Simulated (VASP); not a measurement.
# TaN (R-3m) in VASP: single point with PBE

Aim: the single point of TaN with PBE.

All numbers are computed with VASP 6.6.1; they aren't measurements. Logs are shortened: lines on timing, memory, paths and dates and some standing lists are left out, and cuts for length are marked.

**1. The cell of the first run**

The structure is trigonal, space group R-3m (No. 166). Conventional cell: a = 3.454 Å, b = 3.454 Å, c = 6.007 Å, α = 90.00°, β = 90.00°, γ = 120.00°. Ta (site symmetry -3m) has 8 N at 2.23 to 3.00 Å and 6 Ta at 2.83 Å within 3.1 Å. N (site symmetry -3m) has 8 Ta at 2.23 to 3.00 Å and 6 N at 2.83 Å within 3.1 Å.

**2. Single point, PBE**

INCAR reads:

```
SYSTEM = TaN
PREC     = Accurate       ! precision mode
ENCUT    = 700            ! plane-wave cutoff, eV
EDIFF    = 1E-6           ! SCF threshold, eV
ISMEAR   = 0              ! smearing method
SIGMA    = 0.15           ! smearing width, eV
LREAL    = .False.        ! projectors in reciprocal space
LASPH    = .True.         ! aspherical terms in the spheres
NELM     = 120            ! most SCF steps
ALGO     = Normal         ! electronic algorithm
ISIF     = 2              ! what is computed and relaxed
LWAVE    = .False.        ! write WAVECAR
LCHARG   = .False.        ! write CHGCAR
GGA      = PE             ! functional
NBANDS   = 16             ! bands
GGA_COMPAT= .False.
```

KPOINTS reads:

```
Automatic mesh
0
Gamma
  20 20 20
  0 0 0
```

POSCAR reads:

```
TaN
1.0
   -0.4722201551      1.9702978885      1.9702978885
    1.9702978885     -0.4722201551      1.9702978885
    1.9702978885      1.9702978885     -0.4722201551
Ta N
1 1
Direct
    0.5000000000      0.5000000000      0.5000000000
    0.0000000000      0.0000000000      0.0000000000
```

Potentials or basis: VASP PAW PBE potentials, release 64 (Ta_sv_GW, N).

On the command line:

```console
> cat potpaw_PBE.64/Ta_sv_GW/POTCAR potpaw_PBE.64/N/POTCAR > POTCAR
> mpirun -np 1 vasp_std > vasp.out
```

OUTCAR:

```text
SYSTEM = TaN
   PREC = Accurate
   ENCUT = 700
   EDIFF = 1E-6
   ISMEAR = 0
   LREAL = .False.
   LASPH = .True.
   NELM = 120
   ISIF = 2
   GGA = PE

 ion  position               nearest neighbor table
   1  0.500  0.500  0.500-   2 2.23   2 2.23   2 2.23   2 2.23   2 2.23   2 2.23
   2  0.000  0.000  0.000-   1 2.23   1 2.23   1 2.23   1 2.23   1 2.23   1 2.23

  LATTYP: Found a trigonal (rhomboedric) cell.
 ALAT       =     2.8261527584
 COS(alpha) =     0.2530624440

  Lattice vectors:

 A1 = (  -0.4722201551,   1.9702978885,   1.9702978885)
 A2 = (   1.9702978885,  -0.4722201551,   1.9702978885)
 A3 = (   1.9702978885,   1.9702978885,  -0.4722201551)

Analysis of symmetry for initial positions (statically):
=====================================================================
 Subroutine PRICEL returns:
 Original cell was already a primitive cell.

 Routine SETGRP: Setting up the symmetry group for a
 trigonal (rhombohedral) supercell.

 Subroutine GETGRP returns: Found 12 space group operations
 (whereof 12 operations were pure point group operations)
 out of a pool of 12 trial point group operations.

The static configuration has the point symmetry D_3d.

Analysis of symmetry for dynamics (positions and initial velocities):
=====================================================================
 Subroutine PRICEL returns:
 Original cell was already a primitive cell.

 Routine SETGRP: Setting up the symmetry group for a
 trigonal (rhombohedral) supercell.

 Subroutine GETGRP returns: Found 12 space group operations
 (whereof 12 operations were pure point group operations)
 out of a pool of 12 trial point group operations.

The dynamic configuration has the point symmetry D_3d.

 Subroutine INISYM returns: Found 12 space group operations
 (whereof 12 operations are pure point group operations),
 and found     1 'primitive' translations

----------------------------------------------------------------------------------------

                                     Primitive cell

  volume of cell :      20.6920

  direct lattice vectors                    reciprocal lattice vectors
    -0.472220155  1.970297888  1.970297888    -0.176835903  0.232577654  0.232577654
     1.970297888 -0.472220155  1.970297888     0.232577654 -0.176835903  0.232577654
     1.970297888  1.970297888 -0.472220155     0.232577654  0.232577654 -0.176835903

  length of vectors
     2.826152758  2.826152758  2.826152758     0.373437635  0.373437635  0.373437635

  position of ions in fractional coordinates (direct lattice)
     0.500000000  0.500000000  0.500000000
     0.000000000  0.000000000  0.000000000

  ion indices of the primitive-cell ions
   primitive index   ion index
                 1           1
                 2           2

----------------------------------------------------------------------------------------

 KPOINTS: Automatic mesh

Automatic generation of k-mesh.
 Grid dimensions read from file:
 generate k-points for:   20   20   20

 Generating k-lattice:

  Cartesian coordinates                     Fractional coordinates (reciprocal lattice)
    -0.008841795  0.011628883  0.011628883     0.050000000 -0.000000000 -0.000000000
     0.011628883 -0.008841795  0.011628883    -0.000000000  0.050000000 -0.000000000
     0.011628883  0.011628883 -0.008841795    -0.000000000 -0.000000000  0.050000000

  Length of vectors
     0.018671882  0.018671882  0.018671882

  Shift w.r.t. Gamma in fractional coordinates (k-lattice)
     0.000000000  0.000000000  0.000000000

 Subroutine IBZKPT returns following result:
 ===========================================

 Found    781 irreducible k-points:

 Following reciprocal coordinates:
            Coordinates               Weight
  0.000000  0.000000  0.000000      1.000000
  0.050000  0.000000  0.000000      6.000000
  0.100000  0.000000  0.000000      6.000000
  0.150000  0.000000 -0.000000      6.000000
  0.200000  0.000000  0.000000      6.000000
  0.250000  0.000000  0.000000      6.000000
[... 16 lines left out ...]
 -0.400000  0.050000  0.000000     12.000000
 -0.350000  0.050000  0.000000     12.000000
 [... further k-points ...]
   k-points           NKPTS =    781   k-points in BZ     NKDIM =    781   number of bands    NBANDS=     16
   number of dos      NEDOS =    301   number of ions     NIONS =      2
   total plane-waves  NPLWV =  13824
   dimension x,y,z NGX =    24 NGY =   24 NGZ =   24
   dimension x,y,z NGXF=    48 NGYF=   48 NGZF=   48
   ions per type =               1   1
   NGX,Y,Z   is equivalent  to a cutoff of  14.12, 14.12, 14.12 a.u.
   NGXF,Y,Z  is equivalent  to a cutoff of  28.24, 28.24, 28.24 a.u.
 SYSTEM =  TaN
   PREC   = accura    normal or accurate (medium, high low for compatibility)
   ISTART =      0    job   : 0-new  1-cont  2-samecut
   ICHARG =      2    charge: 1-file 2-atom 10-const
   ISPIN  =      1    spin polarized calculation?
   LNONCOLLINEAR =      F non collinear calculations
   LSORBIT =      F    spin-orbit coupling
   LASPH  =      T    aspherical Exc in radial PAW
   ENCUT  =  700.0 eV  51.45 Ry    7.17 a.u.   6.10  6.10  6.10*2*pi/ulx,y,z
   NELM   =    120;   NELMIN=  2; NELMDL= -5     # of ELM steps
   EDIFF  = 0.1E-05   stopping-criterion for ELM
   LREAL  =      F    real-space projection
   EDIFFG = 0.1E-04   stopping-criterion for IOM
   NSW    =      0    number of steps for IOM
   IBRION =     -1    ionic relax: 0-MD 1-quasi-New 2-CG
   NFREE  =      0    steps in history (QN), initial steepest desc. (CG)
   ISIF   =      2    stress and relaxation
   ISYM   =      2    0-nonsym 1-usesym 2-fastsym
   POTIM  = 0.5000    time-step for ionic-motion
   TEBEG  =    0.0;   TEEND  =   0.0 temperature during run
   PSTRESS=    0.0 pullay stress
   NELECT =      18.0000    total number of electrons
   NUPDOWN=      -1.0000    fix difference up-down
   EMIN   =  10.00;   EMAX   =-10.00  energy-range for DOS
   EFERMI =   0.00;   METHOD = LEGACY
   ISMEAR =     0;   SIGMA  =   0.15  broadening in eV -4-tet -1-fermi 0-gaus
   EFERMI_NEDOS =   21; number of points for ismear=-14 and -15
   IALGO  =     38    algorithm
   IMIX   =      4    mixing-type and parameters
     AMIX     =   0.40;   BMIX     =  1.00
     AMIX_MAG =   1.60;   BMIX_MAG =  1.00
  volume/ion in A,a.u.               =      10.35        69.82
  Fermi-wavevector in a.u.,A,eV,Ry     =   1.562782  2.953230 33.229345  2.442288
  Thomas-Fermi vector in A             =   2.665650
   LORBIT       =      0    0 simple, 1 ext, 2 COOP (PROOUT), +10 PAW based schemes
   GGA     = PE    functional components
   LHFCALC =     F    Hartree Fock is set to
   AEXX    =    0.0000 exact exchange contribution
   IVDW    =     0    specifies the selected vdW correction
   LEPSILON=     F    determine dielectric tensor
   LRPA    =     F    only Hartree local field effects (RPA)
 non-spin polarized calculation
 Gauss-broadening in eV      SIGMA  =   0.15
  energy-cutoff  :      700.00
  volume of cell :       20.69
 maximum number of plane-waves:       902
   NGX = 13   NGY = 13   NGZ = 13

 number of electron      17.9999999 magnetization

 Free energy of the ion-electron system (eV)
  ---------------------------------------------------
  ext. energy  EPLUGINS =         0.00000000
  ---------------------------------------------------
  free energy    TOTEN  =       -23.57378797 eV

  energy without entropy =      -23.56593230  energy(sigma->0) =      -23.56986014

 E-fermi :  13.5080     XC(G=0): -13.9600

 val. band max:       13.5075014799   @ k =  -0.4500   0.3000   0.2500
 cond. band min:      13.5088470473   @ k =   0.5000   0.4000   0.3000
 fundamental gap:      0.0013455674
 Fermi energy:        13.5079683858

 k-point     1 :       0.0000    0.0000    0.0000
  band No.  band energies     occupation
      1     -55.4512      2.00000
      2     -21.5762      2.00000
      3     -21.5762      2.00000
      4     -21.3977      2.00000
      5      -4.6453      2.00000
      6       9.8479      2.00000
[... 8 lines left out ...]
     15      25.9306      0.00000
     16      34.5178      0.00000

 k-point     2 :       0.0500    0.0000    0.0000
  band No.  band energies     occupation
      1     -55.4495      2.00000
      2     -21.5959      2.00000
      3     -21.5744      2.00000
      4     -21.4072      2.00000
      5      -4.5883      2.00000
      6       9.5422      2.00000
[... 8 lines left out ...]
     15      26.0337      0.00000
     16      33.5942      0.00000

 k-point     3 :       0.1000    0.0000    0.0000
  band No.  band energies     occupation
      1     -55.4445      2.00000
      2     -21.6620      2.00000
      3     -21.5690      2.00000
      4     -21.4248      2.00000
      5      -4.4212      2.00000
      6       8.8935      2.00000
[... 8 lines left out ...]
     15      26.2908      0.00000
     16      32.1767      0.00000

 k-point     4 :       0.1500    0.0000   -0.0000
  band No.  band energies     occupation
      1     -55.4368      2.00000
      2     -21.7781      2.00000
      3     -21.5606      2.00000
      4     -21.4369      2.00000
      5      -4.1547      2.00000
      6       8.0965      2.00000
[... 8 lines left out ...]
     15      26.5415      0.00000
     16      30.7009      0.00000
[... 324 lines left out ...]
 k-point    22 :      -0.4500    0.0500    0.0000
  band No.  band energies     occupation
      1     -55.3811      2.00000
      2     -22.5957      2.00000
      3     -21.5173      2.00000
      4     -21.4535      2.00000
      5      -1.8002      2.00000
      6       3.8843      2.00000
[... 8 lines left out ...]
     15      24.2790      0.00000
     16      25.4614      0.00000

 k-point    23 :      -0.4000    0.0500    0.0000
  band No.  band energies     occupation
      1     -55.3859      2.00000
      2     -22.5273      2.00000
      3     -21.5252      2.00000
      4     -21.4548      2.00000
      5      -2.0368      2.00000
      6       4.2290      2.00000
[... 8 lines left out ...]
     15      24.6425      0.00000
     16      25.4523      0.00000

 k-point    24 :      -0.3500    0.0500    0.0000
  band No.  band energies     occupation
      1     -55.3935      2.00000
      2     -22.4168      2.00000
      3     -21.5355      2.00000
      4     -21.4563      2.00000
      5      -2.3991      2.00000
      6       4.7731      2.00000
[... 8 lines left out ...]
     15      25.1788      0.00000
     16      25.7129      0.00000

 [... further k-points ...]

------------------------ aborting loop because EDIFF is reached ----------------------------------------

  FORCE on cell =-STRESS in cart. coord.  units (eV):
  Direction    XX          YY          ZZ          XY          YZ          ZX
  --------------------------------------------------------------------------------------
  -------------------------------------------------------------------------------------
  Total        1.6995183      1.6995183      1.6995183      1.4581470      1.4581470      1.4581470
  in kB      131.5935941    131.5935941    131.5935941    112.9042263    112.9042263    112.9042263
  external PRESSURE =     131.5935941 kB  Pullay stress =       0.0000000 kB

 VOLUME and BASIS-vectors are now :
 -----------------------------------------------------------------------------
  energy-cutoff  :      700.00
  volume of cell :       20.69
      direct lattice vectors                 reciprocal lattice vectors
    -0.472220155  1.970297888  1.970297888    -0.176835903  0.232577654  0.232577654
     1.970297888 -0.472220155  1.970297888     0.232577654 -0.176835903  0.232577654
     1.970297888  1.970297888 -0.472220155     0.232577654  0.232577654 -0.176835903

 POSITION                                       TOTAL-FORCE (eV/Angst)
 -----------------------------------------------------------------------------------
      1.73419      1.73419      1.73419         0.000000     -0.000000      0.000000
      0.00000      0.00000      0.00000        -0.000000      0.000000     -0.000000
 -----------------------------------------------------------------------------------
    total drift:                               -0.000000     -0.000000      0.000000

  FREE ENERGIE OF THE ION-ELECTRON SYSTEM (eV)
  ---------------------------------------------------
  free  energy   TOTEN  =       -23.5737879739 eV

  energy  without entropy=      -23.5659322984  energy(sigma->0) =      -23.56986014
```

It took 1.8 min on 1 thread of Intel Xeon Platinum 8488C (Sapphire Rapids), shared host; peak memory 0.52 GiB.

Results:

```yaml
Free_energy: -23.5738 eV
Pressure: 13.2 GPa
Band_gap_on_the_k_mesh: zero (bands 9 and 10 overlap by 6.69 eV)
```

Levels at points of the mesh, in eV from the Fermi level:
| k point | band 5 | band 6 | band 7 | band 8 | band 9 | band 10 | band 11 | band 12 | band 13 | band 14 |
| --- | --- | --- | --- | --- | --- | --- | --- | --- | --- | --- |
| (0.00, 0.00, 0.00) | -18.15 | -3.66 | -3.66 | -2.99 | -2.99 | -2.05 | 0.36 | 2.18 | 2.18 | 5.58 |
| (0.50, 0.00, 0.00) | -15.22 | -9.79 | -6.87 | -4.03 | -0.88 | 0.49 | 5.81 | 6.19 | 6.76 | 7.92 |
| (0.50, 0.50, 0.00) | -16.49 | -5.99 | -4.75 | -4.62 | -2.50 | 1.55 | 1.82 | 3.99 | 5.98 | 10.51 |
| (0.50, 0.50, 0.50) | -14.27 | -9.34 | -8.39 | -8.39 | 3.75 | 4.76 | 5.43 | 5.43 | 8.63 | 8.63 |

Caveat: the cell stands under pressure; spin-orbit coupling is left out, which moves the levels of the heavy elements.
